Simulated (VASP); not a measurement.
Set up this calculation in VASP 6.6.1, as the native input.

| Item | Value |
| --- | --- |
| Task | single point |
| Functional | PBE |
| Potentials or basis | VASP PAW PBE potentials, release 64 (Ir) |
| Cutoff | 520 eV |
| k mesh | 17 × 17 × 17 |
| Occupations | fermi-dirac, width 0.0612256 eV |
| Spin | no spin polarisation |
| Dipole correction | no |
| Further INCAR settings | ALGO = Normal; EDIFF = 1e-06; NBANDS = 16 |

The structure of Ir lies in POSCAR:

```
Ir
1.0
    0.0000000000      2.7478622637      2.7478622637
    2.7478622637      0.0000000000      2.7478622637
    2.7478622637      2.7478622637      0.0000000000
Ir
2
Direct
    0.0000000000      0.0000000000      0.0000000000
    0.2500000000      0.2500000000      0.2500000000
```

This isn't the form of Ir at room conditions, which is fcc.

The input as run:

INCAR

```
SYSTEM = Ir
ALGO     = Normal         ! electronic algorithm
EDIFF    = 1E-6           ! SCF threshold, eV
ENCUT    = 520            ! plane-wave cutoff, eV
GGA      = PE             ! functional
ISIF     = 2              ! what is computed and relaxed
ISMEAR   = -1             ! smearing method
LASPH    = .TRUE.         ! aspherical terms in the spheres
LCHARG   = .TRUE.         ! write CHGCAR
LELF     = .TRUE.         ! ELF
LREAL    = .FALSE.        ! projectors in reciprocal space
LVHAR    = .TRUE.       
LWAVE    = .FALSE.        ! write WAVECAR
NBANDS   = 16             ! bands
NELM     = 60             ! most SCF steps
PREC     = Accurate       ! precision mode
SIGMA    = 0.06122561905347299 ! smearing width, eV
```

KPOINTS

```
k-points
0
G
  17 17 17
  0 0 0
```

Potentials or basis: VASP PAW PBE potentials, release 64 (Ir).

Launch:

```console
$ cat potpaw_PBE.64/Ir/POTCAR > POTCAR
$ mpirun -np 1 vasp_std > vasp.out
```

It gave:

```yaml
Pressure: 7.4 GPa
Band_gap_on_the_k_mesh: zero (bands 9 and 10 overlap by 1.70 eV)
```

Caveat: the cell stands under pressure; spin-orbit coupling is left out, which moves the levels of the heavy elements.

It took 2.2 min on 1 thread of Intel Xeon 8259CL, on a shared host, peak memory 0.24 GiB.
